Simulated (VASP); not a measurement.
# Cu (Fm-3m) in VASP: further runs

The runs below take Cu through single point, with PBE.

Program: VASP 6.6.1. These are calculated values, not measurements. Logs are shortened: lines on timing, memory, paths and dates and some standing lists are left out, and cuts for length are marked.

**1. The cell of the first run**

The structure is cubic, space group Fm-3m (No. 225). Conventional cell: a = 3.615 Å, b = 3.615 Å, c = 3.615 Å, α = 90.00°, β = 90.00°, γ = 90.00°. Cu (site symmetry m-3m) has 12 Cu at 2.56 Å within 3.4 Å.

**2. Single point, PBE**

Contents of INCAR:

```
ALGO = Normal ; EDIFF = 1E-7
ENCUT = 520 ; GGA = PE
ISIF = 2 ; ISMEAR = -1
LASPH = True ; LCHARG = False
LREAL = False ; LWAVE = False
NBANDS = 12 ; NELM = 100
PREC = Accurate ; SIGMA = 0.1
```

Contents of KPOINTS:

```
k-points
0
Gamma
  8 8 8
```

Contents of POSCAR:

```
Cu
1.0
    0.0000000000      1.8075000000      1.8075000000
    1.8075000000      0.0000000000      1.8075000000
    1.8075000000      1.8075000000      0.0000000000
Cu
1
Direct
    0.0000000000      0.0000000000      0.0000000000
```

Potentials or basis: VASP PAW PBE potentials, release 64 (Cu).

On the command line:

```bash
> cat potpaw_PBE.64/Cu/POTCAR > POTCAR
> mpirun -np 1 vasp_std > vasp.out
```

OUTCAR:

```text
EDIFF = 1E-7
   ENCUT = 520
   GGA = PE
   ISIF = 2
   ISMEAR = -1
   LASPH = True
   LREAL = False
   NELM = 100
   PREC = Accurate

 ion  position               nearest neighbor table
   1  0.000  0.000  0.000-

  LATTYP: Found a face centered cubic cell.
 ALAT       =     3.6150000000

  Lattice vectors:

 A1 = (   0.0000000000,   1.8075000000,   1.8075000000)
 A2 = (   1.8075000000,   0.0000000000,   1.8075000000)
 A3 = (   1.8075000000,   1.8075000000,   0.0000000000)

Analysis of symmetry for initial positions (statically):
=====================================================================
 Subroutine PRICEL returns:
 Original cell was already a primitive cell.

 Routine SETGRP: Setting up the symmetry group for a
 face centered cubic supercell.

 Subroutine GETGRP returns: Found 48 space group operations
 (whereof 48 operations were pure point group operations)
 out of a pool of 48 trial point group operations.

The static configuration has the point symmetry O_h .

Analysis of symmetry for dynamics (positions and initial velocities):
=====================================================================
 Subroutine PRICEL returns:
 Original cell was already a primitive cell.

 Routine SETGRP: Setting up the symmetry group for a
 face centered cubic supercell.

 Subroutine GETGRP returns: Found 48 space group operations
 (whereof 48 operations were pure point group operations)
 out of a pool of 48 trial point group operations.

The dynamic configuration has the point symmetry O_h .

 Subroutine INISYM returns: Found 48 space group operations
 (whereof 48 operations are pure point group operations),
 and found     1 'primitive' translations

----------------------------------------------------------------------------------------

                                     Primitive cell

  volume of cell :      11.8104

  direct lattice vectors                    reciprocal lattice vectors
     0.000000000  1.807500000  1.807500000    -0.276625173  0.276625173  0.276625173
     1.807500000  0.000000000  1.807500000     0.276625173 -0.276625173  0.276625173
     1.807500000  1.807500000  0.000000000     0.276625173  0.276625173 -0.276625173

  length of vectors
     2.556191014  2.556191014  2.556191014     0.479128854  0.479128854  0.479128854

  position of ions in fractional coordinates (direct lattice)
     0.000000000  0.000000000  0.000000000

  ion indices of the primitive-cell ions
   primitive index   ion index
                 1           1

----------------------------------------------------------------------------------------

[... 74 lines left out ...]
   NFREE  =      0    steps in history (QN), initial steepest desc. (CG)
   ISIF   =      2    stress and relaxation
   ISYM   =      2    0-nonsym 1-usesym 2-fastsym
   POTIM  = 0.5000    time-step for ionic-motion
   TEBEG  =    0.0;   TEEND  =   0.0 temperature during run
   PSTRESS=    0.0 pullay stress
   NELECT =      11.0000    total number of electrons
   NUPDOWN=      -1.0000    fix difference up-down
   EMIN   =  10.00;   EMAX   =-10.00  energy-range for DOS
   EFERMI =   0.00;   METHOD = LEGACY
   ISMEAR =    -1;   SIGMA  =   0.10  broadening in eV -4-tet -1-fermi 0-gaus
   EFERMI_NEDOS =   21; number of points for ismear=-14 and -15
   IALGO  =     38    algorithm
   IMIX   =      4    mixing-type and parameters
     AMIX     =   0.40;   BMIX     =  1.00
     AMIX_MAG =   1.60;   BMIX_MAG =  1.00
  volume/ion in A,a.u.               =      11.81        79.70
  Fermi-wavevector in a.u.,A,eV,Ry     =   1.598763  3.021224 34.777078  2.556043
  Thomas-Fermi vector in A             =   2.696162
   LORBIT       =      0    0 simple, 1 ext, 2 COOP (PROOUT), +10 PAW based schemes
   GGA     = PE    functional components
   LHFCALC =     F    Hartree Fock is set to
   AEXX    =    0.0000 exact exchange contribution
   IVDW    =     0    specifies the selected vdW correction
   LEPSILON=     F    determine dielectric tensor
   LRPA    =     F    only Hartree local field effects (RPA)
 non-spin polarized calculation
  energy-cutoff  :      520.00
  volume of cell :       11.81
 maximum number of plane-waves:       332
   NGX =  9   NGY =  9   NGZ =  9

 number of electron      11.0000001 magnetization

 Free energy of the ion-electron system (eV)
  ---------------------------------------------------
  ext. energy  EPLUGINS =         0.00000000
  ---------------------------------------------------
  free energy    TOTEN  =        -3.70434643 eV

  energy without entropy =       -3.68555630  energy(sigma->0) =       -3.69495137

 E-fermi :   7.5494     XC(G=0): -12.7262

 val. band max:        7.4341193627   @ k =   0.5000   0.2500   0.1250
 cond. band min:       7.7105421027   @ k =   0.5000   0.1250   0.0000
 fundamental gap:      0.2764227400
 Fermi energy:         7.5493889339

 k-point     1 :       0.0000    0.0000    0.0000
  band No.  band energies     occupation
      1      -1.7657      2.00000
      2       4.5578      2.00000
      3       4.5578      2.00000
      4       4.5578      2.00000
      5       5.3799      2.00000
      6       5.3799      2.00000
      7      30.1802      0.00000
      8      32.8239      0.00000
      9      32.8240      0.00000
     10      32.8240      0.00000
     11      35.3158      0.00000
     12      35.3158      0.00000
[... 331 lines left out ...]
 k-point    24 :      -0.3750    0.2500    0.1250
  band No.  band energies     occupation
      1       3.2733      2.00000
      2       3.9663      2.00000
      3       4.4923      2.00000
      4       5.0029      2.00000
      5       5.8927      2.00000
      6       9.6904      0.00000
      7      11.8418      0.00000
      8      21.7627      0.00000
      9      22.1625      0.00000
     10      31.1692      0.00000
     11      34.8790      0.00000
     12      42.3374      0.00000

 [... further k-points ...]
[... 5 lines left out ...]
  --------------------------------------------------------------------------------------
  -------------------------------------------------------------------------------------
  Total        0.2190707      0.2190707      0.2190707     -0.0000000      0.0000000      0.0000000
  in kB       29.7187149     29.7187149     29.7187149     -0.0000000      0.0000000      0.0000000
  external PRESSURE =      29.7187149 kB  Pullay stress =       0.0000000 kB

 VOLUME and BASIS-vectors are now :
 -----------------------------------------------------------------------------
  energy-cutoff  :      520.00
  volume of cell :       11.81
      direct lattice vectors                 reciprocal lattice vectors
     0.000000000  1.807500000  1.807500000    -0.276625173  0.276625173  0.276625173
     1.807500000  0.000000000  1.807500000     0.276625173 -0.276625173  0.276625173
     1.807500000  1.807500000  0.000000000     0.276625173  0.276625173 -0.276625173

 POSITION                                       TOTAL-FORCE (eV/Angst)
 -----------------------------------------------------------------------------------
      0.00000      0.00000      0.00000         0.000000      0.000000     -0.000000
 -----------------------------------------------------------------------------------
    total drift:                                0.000000      0.000000      0.000000

  FREE ENERGIE OF THE ION-ELECTRON SYSTEM (eV)
  ---------------------------------------------------
  free  energy   TOTEN  =        -3.7043464293 eV

  energy  without entropy=       -3.6855563039  energy(sigma->0) =       -3.69495137
```

OSZICAR:

```text
N       E                     dE             d eps       ncg     rms          rms(c)
DAV:   1     0.444811077903E+02    0.44481E+02   -0.54519E+03   772   0.156E+03
DAV:   2    -0.324095430869E+01   -0.47722E+02   -0.44362E+02   724   0.208E+02
DAV:   3    -0.460716970270E+01   -0.13662E+01   -0.13634E+01   800   0.404E+01
DAV:   4    -0.461505689771E+01   -0.78872E-02   -0.78865E-02   844   0.274E+00
DAV:   5    -0.461512928984E+01   -0.72392E-04   -0.72392E-04   776   0.268E-01    0.772E+00
DAV:   6    -0.409686968691E+01    0.51826E+00   -0.14546E+01   832   0.723E+01    0.400E+00
DAV:   7    -0.371696498683E+01    0.37990E+00   -0.23513E+00   828   0.289E+01    0.584E-01
DAV:   8    -0.370598007426E+01    0.10985E-01   -0.46893E-03   800   0.998E-01    0.307E-01
DAV:   9    -0.370434736579E+01    0.16327E-02   -0.10117E-02   868   0.173E+00    0.329E-02
DAV:  10    -0.370434696476E+01    0.40103E-06   -0.58684E-05  1032   0.131E-01    0.650E-03
DAV:  11    -0.370434640973E+01    0.55504E-06   -0.43846E-07   840   0.873E-03    0.425E-04
DAV:  12    -0.370434642931E+01   -0.19583E-07   -0.19000E-08   480   0.207E-03
   1 F= -.37043464E+01 E0= -.36949514E+01  d E =-.187901E-01
```

stdout:

```text
POSCAR found type information on POSCAR Cu
 POSCAR found :  1 types and       1 ions
 scaLAPACK will be used
 LDA part: xc-table for (Slater+PW92), standard interpolation
 POSCAR, INCAR and KPOINTS ok, starting setup
 FFT: planning ... GRIDC
 FFT: planning ... GRID_SOFT
 FFT: planning ... GRID
 WAVECAR not read
 entering main loop
```

It took 8.1 s on 1 thread of Intel Xeon Platinum 8259CL at 2.50GHz (Skylake/Cascade Lake), shared host; peak memory 0.12 GiB.

What came out:

* Free energy: -3.7043 eV
* Pressure: 3.0 GPa

Caveat: the k points lie up to 0.38 Å⁻¹ apart.

**3. Single point, PBE**

Contents of INCAR:

```
SYSTEM = Cu
PREC = Accurate ; ENCUT = 520
EDIFF = 1E-6 ; ISMEAR = -1
SIGMA = 0.1 ; LREAL = .FALSE.
LASPH = .TRUE. ; NELM = 60
ALGO = Normal ; ISIF = 2
LWAVE = .FALSE. ; LCHARG = .FALSE.
GGA = PE ; NBANDS = 12
```

Contents of KPOINTS:

```
regular mesh
0
G
  11 11 11
  0 0 0
```

POSCAR is that of step 2.

Potentials or basis: VASP PAW PBE potentials, release 64 (Cu).

On the command line:

```bash
> cat potpaw_PBE.64/Cu/POTCAR > POTCAR
> mpirun -np 1 vasp_std > vasp.out
```

Run time: 12 s. Hardware: 1 thread of Intel Xeon Platinum 8259CL at 2.50GHz (Skylake/Cascade Lake), shared host; peak memory 0.12 GiB.

The run converged. Its results:

- Free energy: -3.7350 eV
- Pressure: 2.1 GPa

Levels at points of the mesh, in eV from the Fermi level:
```
           k point  band 2  band 3  band 4  band 5  band 6  band 7  band 8  band 9  band 10  band 11
(0.00, 0.00, 0.00)   -3.13   -3.13   -3.13   -2.31   -2.31   22.50   25.14   25.14    25.14    27.63
```

**4. Single point, PBE**

Contents of INCAR:

```
SYSTEM = Cu
PREC     = Accurate       ! precision mode
ENCUT    = 520            ! plane-wave cutoff, eV
EDIFF    = 1E-6           ! SCF threshold, eV
ISMEAR   = -1             ! smearing method
SIGMA    = 0.1            ! smearing width, eV
LREAL    = .False.        ! projectors in reciprocal space
LASPH    = .True.         ! aspherical terms in the spheres
NELM     = 60             ! most SCF steps
ALGO     = Normal         ! electronic algorithm
ISIF     = 2              ! what is computed and relaxed
LWAVE    = .False.        ! write WAVECAR
LCHARG   = .True.         ! write CHGCAR
GGA      = PE             ! functional
LELF     = .True.         ! ELF
LVHAR    = .True.       
NBANDS   = 12             ! bands
```

Contents of KPOINTS:

```
regular mesh
0
Gamma
  13 13 13
  0 0 0
```

POSCAR is that of step 3.

Potentials or basis: VASP PAW PBE potentials, release 64 (Cu).

On the command line:

```bash
> cat potpaw_PBE.64/Cu/POTCAR > POTCAR
> mpirun -np 1 vasp_std > vasp.out
```

OUTCAR:

```text
SYSTEM = Cu
   PREC = Accurate
   ENCUT = 520
   EDIFF = 1E-6
   ISMEAR = -1
   LREAL = .False.
   LASPH = .True.
   NELM = 60
   ISIF = 2
   GGA = PE

 ion  position               nearest neighbor table
   1  0.000  0.000  0.000-

  LATTYP: Found a face centered cubic cell.
 ALAT       =     3.6150000000

  Lattice vectors:

 A1 = (   0.0000000000,   1.8075000000,   1.8075000000)
 A2 = (   1.8075000000,   0.0000000000,   1.8075000000)
 A3 = (   1.8075000000,   1.8075000000,   0.0000000000)

Analysis of symmetry for initial positions (statically):
[... 530 lines left out ...]
      7      13.6616      0.00000
      8      24.4473      0.00000
      9      25.7800      0.00000
     10      27.9920      0.00000
     11      37.7278      0.00000
     12      37.8348      0.00000

 [... further k-points ...]
[... 5 lines left out ...]
  --------------------------------------------------------------------------------------
  -------------------------------------------------------------------------------------
  Total        0.1634354      0.1634354      0.1634354      0.0000000      0.0000000      0.0000000
  in kB       22.1713317     22.1713317     22.1713317      0.0000000      0.0000000      0.0000000
  external PRESSURE =      22.1713317 kB  Pullay stress =       0.0000000 kB

 VOLUME and BASIS-vectors are now :
 -----------------------------------------------------------------------------
  energy-cutoff  :      520.00
  volume of cell :       11.81
      direct lattice vectors                 reciprocal lattice vectors
     0.000000000  1.807500000  1.807500000    -0.276625173  0.276625173  0.276625173
     1.807500000  0.000000000  1.807500000     0.276625173 -0.276625173  0.276625173
     1.807500000  1.807500000  0.000000000     0.276625173  0.276625173 -0.276625173

 POSITION                                       TOTAL-FORCE (eV/Angst)
 -----------------------------------------------------------------------------------
      0.00000      0.00000      0.00000        -0.000000      0.000000      0.000000
 -----------------------------------------------------------------------------------
    total drift:                                0.000000     -0.000000      0.000000

  FREE ENERGIE OF THE ION-ELECTRON SYSTEM (eV)
  ---------------------------------------------------
  free  energy   TOTEN  =        -3.7321585080 eV

  energy  without entropy=       -3.7228351056  energy(sigma->0) =       -3.72749681
```

stdout:

```text
POSCAR found type information on POSCAR Cu
 POSCAR found :  1 types and       1 ions
 scaLAPACK will be used
 LDA part: xc-table for (Slater+PW92), standard interpolation
 POSCAR, INCAR and KPOINTS ok, starting setup
 FFT: planning ... GRIDC
 FFT: planning ... GRID_SOFT
 FFT: planning ... GRID
 WAVECAR not read
 entering main loop
```

Wall time 17 s (1 thread of Intel Xeon Platinum 8259CL at 2.50GHz (Skylake/Cascade Lake), shared host); peak memory 0.13 GiB.

Results:

| Quantity | Value |
| --- | --- |
| Free energy | -3.7322 eV |
| Pressure | 2.2 GPa |

Levels at points of the mesh, in eV from the Fermi level:
```tsv
k point	band 4	band 5	band 6	band 7	band 8	band 9
(0.00, 0.00, 0.00)	-3.15	-2.33	-2.33	22.48	25.12	25.12
```

**5. Overview**

| k mesh | gap on the mesh (eV) | pressure (GPa) |
| --- | --- | --- |
| 8 × 8 × 8 | none | 3.0 |
| 11 × 11 × 11 | none | 2.1 |
| 13 × 13 × 13 | none | 2.2 |

Alike in all rows: task single point; level PBE; potentials or basis VASP PAW PBE potentials, release 64 (Cu); no spin polarisation; cell as given; cutoff (eV) 520; smearing fermi-dirac 0.1 eV.

Caveats: some runs use coarse meshes.

Total energies depend on the potentials used, so only differences within one code and one set of settings carry meaning.
